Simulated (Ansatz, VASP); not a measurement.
## ZrB in VASP and in Ansatz

File INCAR:

```
PREC = Accurate
ENCUT = 520
EDIFF = 1E-7
ISMEAR = 1
SIGMA = 0.1
LREAL = False
LASPH = True
NELM = 60
ALGO = Normal
ISIF = 2
LWAVE = False
LCHARG = False
GGA = PE
IVDW = 13
NBANDS = 14
```

KPOINTS

```
Automatic mesh
0
Gamma
  10 10 10
```

File POSCAR:

```
ZrB
1.0
    0.0000000000      2.4563200000      2.4563200000
    2.4563200000      0.0000000000      2.4563200000
    2.4563200000      2.4563200000      0.0000000000
Zr B
1 1
Direct
    0.5000000000      0.5000000000      0.5000000000
    0.0000000000      0.0000000000      0.0000000000
```

Input for Ansatz:

```yaml
crystal:
  lattice:
    - [0.0, 2.45632, 2.45632]
    - [2.45632, 0.0, 2.45632]
    - [2.45632, 2.45632, 0.0]
  atoms:
    - { symbol: Zr, position: [0.5, 0.5, 0.5] }
    - { symbol: B, position: [0.0, 0.0, 0.0] }
basis:
  ecutwfc: 489.804952427784
kpoints:
  mp_grid:
    grid: [10, 10, 10]
hamiltonian:
  xc: pbe
  dispersion: d4
scf:
  max_iter: 80
  occupations:
    method: cold
    width: 0.1
output:
  stress: true
```

Alike in both runs: task single point; functional PBE; dispersion D4; k mesh 10 × 10 × 10; no spin polarisation.

|  | VASP | Ansatz |
| --- | --- | --- |
| version | VASP 6.6.1 | Ansatz 0.2.0 |
| potentials or method | VASP PAW PBE potentials, release 64 (Zr_sv, B), cutoff 520 eV | plane waves, PAW |
| occupations | methfessel-paxton of order 1, width 0.1 eV | cold, width 0.1 eV |
| valence electrons in the cell | 15 | 15 |

VASP gave:

```
pressure (GPa) : -4.1
```

Task: Which values does Ansatz return?

Result: Pressure (GPa): -4.2.
